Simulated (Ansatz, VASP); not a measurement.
# One calculation of TaC, two programs

File INCAR:

```
  PREC = Accurate
  ENCUT = 600
  EDIFF = 1E-6
  ISMEAR = 0
  SIGMA = 0.1
  LREAL = False
  LASPH = True
  NELM = 120
  ALGO = Normal
  ISIF = 2
  LWAVE = False
  LCHARG = False
  GGA = PE
  NBANDS = 14
  GGA_COMPAT = False
```

Contents of KPOINTS:

```
regular mesh
0
Gamma
  6 6 6
```

POSCAR

```
TaC
1.0
    0.0000000000      2.2270000000      2.2270000000
    2.2270000000      0.0000000000      2.2270000000
    2.2270000000      2.2270000000      0.0000000000
Ta C
1 1
Direct
    0.0000000000      0.0000000000      0.0000000000
    0.5000000000      0.5000000000      0.5000000000
```

Input for Ansatz:

```yaml
crystal:
  lattice:
    - [0.0, 2.227, 2.227]
    - [2.227, 0.0, 2.227]
    - [2.227, 2.227, 0.0]
  atoms:
    - { symbol: Ta, position: [0.0, 0.0, 0.0] }
    - { symbol: C, position: [0.5, 0.5, 0.5] }
basis:
  ecutwfc: 420
kpoints:
  mp_grid: { grid: [6, 6, 6] }
hamiltonian:
  xc: pbe
scf:
  occupations: { method: gaussian, width: 0.1 }
  lower_state_search: "off"
output:
  forces: true
  stress: true
  eigenvalues: true
```

Alike in both runs: task single point; functional PBE; k mesh 6 × 6 × 6; occupations gaussian, width 0.1 eV; no spin polarisation.

|  | VASP | Ansatz |
| --- | --- | --- |
| version | VASP 6.6.1 | Ansatz 0.2.0 |
| potentials or method | VASP PAW PBE potentials, release 64 (Ta_pv, C), cutoff 600 eV | scalar-relativistic, plane waves, PAW |
| valence electrons in the cell | 15 | 17 |

|  | VASP | Ansatz | Ansatz less VASP |
| --- | --- | --- | --- |
| gap on the k mesh at the Fermi level (eV) | none | none | - |
| pressure (GPa) | 5.3 | 4.7 | -0.59 |

A gap of «none» marks a metal or a gap that the smearing closes. VASP's potentials hold 15 valence electrons a cell and Ansatz's 17, so a difference there can come from the potentials and not from the codes.

The k mesh is coarse, so the values compare programs but aren't converged. Neither program's run includes spin-orbit coupling.
